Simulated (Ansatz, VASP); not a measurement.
**ScAl: VASP beside Ansatz**

Contents of INCAR:

```
ALGO = Fast
EDIFF = 1E-7
ENCUT = 520
ISIF = 2
ISMEAR = -1
LASPH = True
LCHARG = False
LREAL = False
LWAVE = False
NBANDS = 14
NELM = 100
PREC = Accurate
SIGMA = 0.02
```

File KPOINTS:

```
k-points
0
Gamma
  14 14 14
```

File POSCAR:

```
ScAl
1.0
    3.3703489700      0.0000000000      0.0000000000
    0.0000000000      3.3703489700      0.0000000000
    0.0000000000      0.0000000000      3.3703489700
Sc Al
1 1
Direct
    0.5000000000      0.5000000000      0.5556322214
    0.0000000000      0.0000000000      0.0000000000
```

Input for Ansatz:

```yaml
crystal:
  lattice:
    - [3.37034897, 0.0, 0.0]
    - [0.0, 3.37034897, 0.0]
    - [0.0, 0.0, 3.37034897]
  atoms:
    - { symbol: Sc, position: [0.5, 0.5, 0.5556322214] }
    - { symbol: Al, position: [0.0, 0.0, 0.0] }
basis:
  ecutwfc: 420
kpoints:
  mp_grid: { grid: [14, 14, 14] }
hamiltonian:
  xc: lda
scf:
  occupations: { method: fermi_dirac, width: 0.02 }
output:
  forces: true
  stress: true
  eigenvalues: true
```

Change from the starting cell: all Sc atoms moved +0.188 Å, as atom 1 along Cartesian [0 0 1].

Alike in both runs: task single point; functional LDA; k mesh 14 × 14 × 14; occupations fermi-dirac, width 0.02 eV; no spin polarisation.

```csv
,VASP,Ansatz
version,VASP 6.6.1,Ansatz 0.2.0
potentials or method,"VASP PAW LDA potentials, release 64 (Sc_sv, Al), cutoff 520 eV","scalar-relativistic, plane waves, PAW"
valence electrons in the cell,14,14
```

Ansatz gave:

- gap on the k mesh at the Fermi level (eV): none
- pressure (GPa): -3.5
- traceless stress, the component that is largest in VASP (GPa): -0.34
- rms of the force components (eV/Å): 0.486

Task: Estimate VASP's values.

Result: gap on the k mesh at the Fermi level (eV): none; pressure (GPa): -3.3; traceless stress, the component that is largest in VASP (GPa): -0.35; rms of the force components (eV/Å): 0.490.

LDA's correlation is that of Perdew and Zunger in VASP and of Perdew and Wang (1992) in Ansatz. Atom by atom the forces differ by 0.004 eV/Å (rms over components). A gap of «none» marks a metal or a gap that the smearing closes.
